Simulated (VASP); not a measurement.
Wanted: the native input for a VASP 6.6.1 run.

```yaml
Task: single point
Functional: LDA
Potentials_or_basis: VASP PAW LDA potentials, release 64 (Sn_d)
Cutoff: 520 eV
k_mesh: 12 × 12 × 4
Occupations: fermi-dirac, width 0.1 eV
Spin: no spin polarisation
Dipole_correction: no
Further_INCAR_settings: ALGO = Normal; EDIFF = 1e-06; NBANDS = 36
```

The structure of Sn lies in POSCAR:

```
Sn
1.0
    3.2539299123      0.0000000000      0.0000000000
   -1.6269649562      2.8179859662      0.0000000000
    0.0000000000      0.0000000000     10.7585469279
Sn
4
Direct
    1.0000000000      0.0000000000      0.0000000000
    1.0000000000      0.0000000000      0.5000000000
    0.3333333333      0.6666666667      0.2500000000
    0.6666666667      0.3333333333      0.7500000000
```

This isn't the form of Sn at room conditions, which is tetragonal (white tin).

The input as run:

INCAR

```
SYSTEM = Sn
PREC = Accurate
ENCUT = 520
EDIFF = 1E-6
ISMEAR = -1
SIGMA = 0.1
LREAL = .FALSE.
LASPH = .TRUE.
NELM = 80
ALGO = Normal
ISIF = 2
LWAVE = .FALSE.
LCHARG = .FALSE.
NBANDS = 36
```

KPOINTS

```
Automatic mesh
0
G
  12 12 4
  0 0 0
```

Potentials or basis: VASP PAW LDA potentials, release 64 (Sn_d).

The run is started by

```bash
$ cat potpaw_LDA.64/Sn_d/POTCAR > POTCAR
$ mpirun -np 1 vasp_std > vasp.out
```

It gave:

```
Pressure               : 2.8 GPa
Band gap on the k mesh : zero (bands 28 and 29 overlap by 9.26 eV)
```

Caveat: spin-orbit coupling is left out, which moves the levels of the heavy elements.

It took 2.4 min on 1 thread of Intel Xeon 8259CL, with other jobs on the host, peak memory 0.26 GiB.
